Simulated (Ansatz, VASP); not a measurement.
# Two plane-wave programs on Si4N

```xyz
10
Lattice="3.8155 0.0000 0.0000 -1.9078 3.3043 0.0000 0.0000 0.0000 28.9875" Properties=species:S:1:pos:R:3 pbc="T T T"
Si    1.9078    1.1014    4.0000
Si    0.0000    2.2029    4.7967
Si    0.0000    2.2029    7.1565
Si    1.9078    1.1014    7.9531
Si    1.9078    1.1014   10.3088
Si    0.0000    2.2029   11.0937
Si    0.0000    2.2029   13.5012
Si    1.9078    1.1014   14.1875
N     1.9078    2.2029   17.8875
N     1.9078    2.2029   18.9875
```

Alike in both runs: task single point; functional PBE; dispersion D3(BJ); k mesh 9 × 9 × 1; occupations gaussian, width 0.05 eV; no spin polarisation.

```csv
,VASP,Ansatz
version,VASP 6.6.1,Ansatz 0.2.0
potentials or method,"VASP PAW PBE potentials, release 64 (Si, N), cutoff 520 eV","scalar-relativistic, plane waves, PAW"
valence electrons in the cell,42,42
```

|  | VASP | Ansatz | Ansatz less VASP |
| --- | --- | --- | --- |
| gap on the k mesh at the Fermi level (eV) | none | none | - |
| rms of the force components (eV/Å) | 0.578 | 0.179 | -0.3990 |
| work function, face that differs most (eV) | 4.69 | 4.69 | -0.005 |

Atom by atom the forces differ by 0.465 eV/Å (rms over components). A gap of «none» marks a metal or a gap that the smearing closes. One of these differences is far larger than is usual between the two programs; its cause wasn't traced.

Noted on VASP's run: the standard files for N, O and F lose accuracy on very short bonds.
